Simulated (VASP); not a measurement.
# C (Fd-3m) in VASP: single point with LDA

Aim: the single point of C with LDA.

All numbers are computed with VASP 6.6.1; they aren't measurements. Logs are shortened: lines on timing, memory, paths and dates and some standing lists are left out, and cuts for length are marked.

**1. The cell of the first run**

Symmetry: Fd-3m, No. 227, cubic system. Conventional cell: a = 3.531 Å, b = 3.531 Å, c = 3.531 Å, α = 90.00°, β = 90.00°, γ = 90.00°. Within 2.0 Å of C (site symmetry -43m) lie 4 C at 1.53 Å.

**2. Single point, LDA**

INCAR

```
SYSTEM = C
  ALGO = Normal
  EDIFF = 1E-6
  ENCUT = 1300
  GGA_COMPAT = .False.
  ISIF = 2
  ISMEAR = 0
  LASPH = .True.
  LCHARG = .False.
  LREAL = .False.
  LWAVE = .False.
  NBANDS = 11
  NELM = 120
  PREC = Accurate
  SIGMA = 0.02
```

KPOINTS

```
k-points
0
Gamma
  12 12 12
  0 0 0
```

POSCAR

```
C
1.0
    0.0000000000      1.7657234628      1.7657234628
    1.7657234628      0.0000000000      1.7657234628
    1.7657234628      1.7657234628      0.0000000000
C
2
Direct
    0.0000000000      0.0000000000      0.0000000000
    0.2500000000      0.2500000000      0.2500000000
```

Potentials or basis: VASP PAW LDA potentials, release 64 (C_h).

On the command line:

```bash
$ cat potpaw_LDA.64/C_h/POTCAR > POTCAR
$ mpirun -np 1 vasp_std > vasp.out
```

OUTCAR:

```text
SYSTEM = C
   EDIFF = 1E-6
   ENCUT = 1300
   ISIF = 2
   ISMEAR = 0
   LASPH = .True.
   LREAL = .False.
   NELM = 120
   PREC = Accurate

 ion  position               nearest neighbor table
   1  0.000  0.000  0.000-
   2  0.250  0.250  0.250-

  LATTYP: Found a face centered cubic cell.
 ALAT       =     3.5314469256

  Lattice vectors:

 A1 = (   0.0000000000,   1.7657234628,   1.7657234628)
 A2 = (   1.7657234628,   0.0000000000,   1.7657234628)
 A3 = (   1.7657234628,   1.7657234628,   0.0000000000)

Analysis of symmetry for initial positions (statically):
=====================================================================
 Subroutine PRICEL returns:
 Original cell was already a primitive cell.

 Routine SETGRP: Setting up the symmetry group for a
 face centered cubic supercell.

 Subroutine GETGRP returns: Found 48 space group operations
 (whereof 24 operations were pure point group operations)
 out of a pool of 48 trial point group operations.

The static configuration has the point symmetry T_d .
 The point group associated with its full space group is O_h .

Analysis of symmetry for dynamics (positions and initial velocities):
=====================================================================
 Subroutine PRICEL returns:
 Original cell was already a primitive cell.

 Routine SETGRP: Setting up the symmetry group for a
 face centered cubic supercell.

 Subroutine GETGRP returns: Found 48 space group operations
 (whereof 24 operations were pure point group operations)
 out of a pool of 48 trial point group operations.

The dynamic configuration has the point symmetry T_d .
 The point group associated with its full space group is O_h .

 Subroutine INISYM returns: Found 48 space group operations
 (whereof 24 operations are pure point group operations),
 and found     1 'primitive' translations

----------------------------------------------------------------------------------------

                                     Primitive cell

  volume of cell :      11.0103

  direct lattice vectors                    reciprocal lattice vectors
     0.000000000  1.765723463  1.765723463    -0.283170049  0.283170049  0.283170049
     1.765723463  0.000000000  1.765723463     0.283170049 -0.283170049  0.283170049
     1.765723463  1.765723463  0.000000000     0.283170049  0.283170049 -0.283170049

  length of vectors
     2.497110068  2.497110068  2.497110068     0.490464913  0.490464913  0.490464913

  position of ions in fractional coordinates (direct lattice)
     0.000000000  0.000000000  0.000000000
     0.250000000  0.250000000  0.250000000

  ion indices of the primitive-cell ions
   primitive index   ion index
                 1           1
                 2           2

----------------------------------------------------------------------------------------

 KPOINTS: k-points

Automatic generation of k-mesh.
 Grid dimensions read from file:
 generate k-points for:   12   12   12

 Generating k-lattice:

  Cartesian coordinates                     Fractional coordinates (reciprocal lattice)
    -0.023597504  0.023597504  0.023597504     0.083333333  0.000000000  0.000000000
     0.023597504 -0.023597504  0.023597504     0.000000000  0.083333333  0.000000000
     0.023597504  0.023597504 -0.023597504     0.000000000  0.000000000  0.083333333

  Length of vectors
     0.040872076  0.040872076  0.040872076

  Shift w.r.t. Gamma in fractional coordinates (k-lattice)
     0.000000000  0.000000000  0.000000000

 Subroutine IBZKPT returns following result:
 ===========================================

 Found     72 irreducible k-points:

 Following reciprocal coordinates:
            Coordinates               Weight
  0.000000  0.000000  0.000000      1.000000
  0.083333  0.000000  0.000000      8.000000
  0.166667  0.000000  0.000000      8.000000
  0.250000  0.000000  0.000000      8.000000
  0.333333  0.000000  0.000000      8.000000
  0.416667  0.000000  0.000000      8.000000
[... 16 lines left out ...]
  0.500000  0.166667  0.000000     24.000000
 -0.416667  0.166667  0.000000     24.000000
 [... further k-points ...]
   k-points           NKPTS =     72   k-points in BZ     NKDIM =     72   number of bands    NBANDS=     11
   number of dos      NEDOS =    301   number of ions     NIONS =      2
   total plane-waves  NPLWV =  27000
   dimension x,y,z NGX =    30 NGY =   30 NGZ =   30
   dimension x,y,z NGXF=    60 NGYF=   60 NGZF=   60
   ions per type =               2
   NGX,Y,Z   is equivalent  to a cutoff of  19.97, 19.97, 19.97 a.u.
   NGXF,Y,Z  is equivalent  to a cutoff of  39.95, 39.95, 39.95 a.u.
 SYSTEM =  C
   PREC   = accura    normal or accurate (medium, high low for compatibility)
   ISTART =      0    job   : 0-new  1-cont  2-samecut
   ICHARG =      2    charge: 1-file 2-atom 10-const
   ISPIN  =      1    spin polarized calculation?
   LNONCOLLINEAR =      F non collinear calculations
   LSORBIT =      F    spin-orbit coupling
   LASPH  =      T    aspherical Exc in radial PAW
   ENCUT  = 1300.0 eV  95.55 Ry    9.77 a.u.   7.34  7.34  7.34*2*pi/ulx,y,z
   NELM   =    120;   NELMIN=  2; NELMDL= -5     # of ELM steps
   EDIFF  = 0.1E-05   stopping-criterion for ELM
   LREAL  =      F    real-space projection
   EDIFFG = 0.1E-04   stopping-criterion for IOM
   NSW    =      0    number of steps for IOM
   IBRION =     -1    ionic relax: 0-MD 1-quasi-New 2-CG
   NFREE  =      0    steps in history (QN), initial steepest desc. (CG)
   ISIF   =      2    stress and relaxation
   ISYM   =      2    0-nonsym 1-usesym 2-fastsym
   POTIM  = 0.5000    time-step for ionic-motion
   TEBEG  =    0.0;   TEEND  =   0.0 temperature during run
   PSTRESS=    0.0 pullay stress
   NELECT =       8.0000    total number of electrons
   NUPDOWN=      -1.0000    fix difference up-down
   EMIN   =  10.00;   EMAX   =-10.00  energy-range for DOS
   EFERMI =   0.00;   METHOD = LEGACY
   ISMEAR =     0;   SIGMA  =   0.02  broadening in eV -4-tet -1-fermi 0-gaus
   EFERMI_NEDOS =   21; number of points for ismear=-14 and -15
   IALGO  =     38    algorithm
   IMIX   =      4    mixing-type and parameters
     AMIX     =   0.40;   BMIX     =  1.00
     AMIX_MAG =   1.60;   BMIX_MAG =  1.00
  volume/ion in A,a.u.               =       5.51        37.15
  Fermi-wavevector in a.u.,A,eV,Ry     =   1.471766  2.781235 29.471519  2.166096
  Thomas-Fermi vector in A             =   2.586862
   LORBIT       =      0    0 simple, 1 ext, 2 COOP (PROOUT), +10 PAW based schemes
   GGA     = CA    functional components
   LHFCALC =     F    Hartree Fock is set to
   AEXX    =    0.0000 exact exchange contribution
   IVDW    =     0    specifies the selected vdW correction
   LEPSILON=     F    determine dielectric tensor
   LRPA    =     F    only Hartree local field effects (RPA)
 non-spin polarized calculation
 Gauss-broadening in eV      SIGMA  =   0.02
  energy-cutoff  :     1300.00
  volume of cell :       11.01
 maximum number of plane-waves:      1211
 NGX is ok and might be reduce to    30
   NGX = 15   NGY = 15   NGZ = 15

 number of electron       8.0000000 magnetization

 Free energy of the ion-electron system (eV)
  ---------------------------------------------------
  ext. energy  EPLUGINS =         0.00000000
  ---------------------------------------------------
  free energy    TOTEN  =       -20.26744846 eV

  energy without entropy =      -20.26744846  energy(sigma->0) =      -20.26744846

 E-fermi :  11.5950     XC(G=0): -13.7985

 val. band max:       11.3416237277   @ k =   0.0000   0.0000   0.0000
 cond. band min:      15.5412712406   @ k =   0.3333   0.3333   0.0000
 fundamental gap:      4.1996475129
 Fermi energy:        11.5949937634

 k-point     1 :       0.0000    0.0000    0.0000
  band No.  band energies     occupation
      1     -10.3797      2.00000
      2      11.3416      2.00000
      3      11.3416      2.00000
      4      11.3416      2.00000
      5      16.9689      0.00000
      6      16.9689      0.00000
      7      16.9689      0.00000
      8      25.5779      0.00000
      9      30.7432      0.00000
     10      38.2970      0.00000
     11      38.2970      0.00000

 k-point     2 :       0.0833    0.0000    0.0000
  band No.  band energies     occupation
      1     -10.1838      2.00000
      2      10.0997      2.00000
      3      11.0089      2.00000
      4      11.0089      2.00000
      5      17.4036      0.00000
      6      17.4036      0.00000
      7      17.7225      0.00000
      8      25.6862      0.00000
      9      31.0548      0.00000
     10      35.9767      0.00000
     11      35.9767      0.00000

 k-point     3 :       0.1667    0.0000    0.0000
  band No.  band energies     occupation
      1      -9.5981      2.00000
      2       7.5384      2.00000
      3      10.2894      2.00000
      4      10.2894      2.00000
      5      18.3430      0.00000
      6      18.3430      0.00000
      7      18.9165      0.00000
      8      25.9918      0.00000
      9      31.7062      0.00000
     10      34.3333      0.00000
     11      34.3333      0.00000

 k-point     4 :       0.2500    0.0000    0.0000
  band No.  band energies     occupation
      1      -8.6301      2.00000
      2       4.6640      2.00000
      3       9.5499      2.00000
      4       9.5499      2.00000
      5      19.2090      0.00000
      6      19.2090      0.00000
      7      19.8115      0.00000
      8      26.4107      0.00000
      9      32.1473      0.00000
     10      33.9072      0.00000
     11      33.9072      0.00000
[... 239 lines left out ...]
 k-point    22 :       0.4167    0.1667    0.0000
  band No.  band energies     occupation
      1      -6.1141      2.00000
      2       1.4381      2.00000
      3       7.0275      2.00000
      4       7.1755      2.00000
      5      18.0809      0.00000
      6      22.4659      0.00000
      7      22.8208      0.00000
      8      24.1629      0.00000
      9      32.4631      0.00000
     10      34.1428      0.00000
     11      39.0259      0.00000

 k-point    23 :       0.5000    0.1667    0.0000
  band No.  band energies     occupation
      1      -4.4582      2.00000
      2      -0.8847      2.00000
      3       6.2883      2.00000
      4       7.2680      2.00000
      5      18.4940      0.00000
      6      22.1810      0.00000
      7      23.0065      0.00000
      8      25.7560      0.00000
      9      31.5329      0.00000
     10      35.4478      0.00000
     11      38.1824      0.00000

 k-point    24 :      -0.4167    0.1667    0.0000
  band No.  band energies     occupation
      1      -3.9837      2.00000
      2      -1.4471      2.00000
      3       5.7842      2.00000
      4       7.6591      2.00000
      5      18.9404      0.00000
      6      21.6815      0.00000
      7      22.9898      0.00000
      8      26.9407      0.00000
      9      30.8458      0.00000
     10      35.7338      0.00000
     11      36.1577      0.00000

 [... further k-points ...]

------------------------ aborting loop because EDIFF is reached ----------------------------------------

  FORCE on cell =-STRESS in cart. coord.  units (eV):
  Direction    XX          YY          ZZ          XY          YZ          ZX
  --------------------------------------------------------------------------------------
  -------------------------------------------------------------------------------------
  Total        0.0710046      0.0710046      0.0710046      0.0000000     -0.0000000      0.0000000
  in kB       10.3323535     10.3323535     10.3323535      0.0000000     -0.0000000      0.0000000
  external PRESSURE =      10.3323535 kB  Pullay stress =       0.0000000 kB

 VOLUME and BASIS-vectors are now :
 -----------------------------------------------------------------------------
  energy-cutoff  :     1300.00
  volume of cell :       11.01
      direct lattice vectors                 reciprocal lattice vectors
     0.000000000  1.765723463  1.765723463    -0.283170049  0.283170049  0.283170049
     1.765723463  0.000000000  1.765723463     0.283170049 -0.283170049  0.283170049
     1.765723463  1.765723463  0.000000000     0.283170049  0.283170049 -0.283170049

 POSITION                                       TOTAL-FORCE (eV/Angst)
 -----------------------------------------------------------------------------------
      0.00000      0.00000      0.00000        -0.000000     -0.000000     -0.000000
      0.88286      0.88286      0.88286         0.000000      0.000000      0.000000
 -----------------------------------------------------------------------------------
    total drift:                                0.000000     -0.000000      0.000000

  FREE ENERGIE OF THE ION-ELECTRON SYSTEM (eV)
  ---------------------------------------------------
  free  energy   TOTEN  =       -20.2674484586 eV

  energy  without entropy=      -20.2674484586  energy(sigma->0) =      -20.26744846
```

It took 24 s on 1 thread of Intel Xeon Platinum 8375C at 2.90GHz (Ice Lake), shared host; peak memory 0.15 GiB.

Results:

```
Free energy            : -20.2674 eV
Pressure               : 1.0 GPa
Band gap on the k mesh : 4.20 eV (least direct gap 5.63 eV)
```

Levels at points of the mesh, in eV from the valence-band top:
```csv
k point,band 2,band 3,band 4,band 5,band 6,band 7
"(0.00, 0.00, 0.00)",0.00,0.00,0.00,5.63,5.63,5.63
"(0.50, 0.00, 0.00)",-13.70,-2.87,-2.87,8.51,8.51,9.42
"(0.50, 0.50, 0.00)",-12.82,-6.47,-6.47,4.78,4.78,17.08
```

A k mesh can miss the band edges.
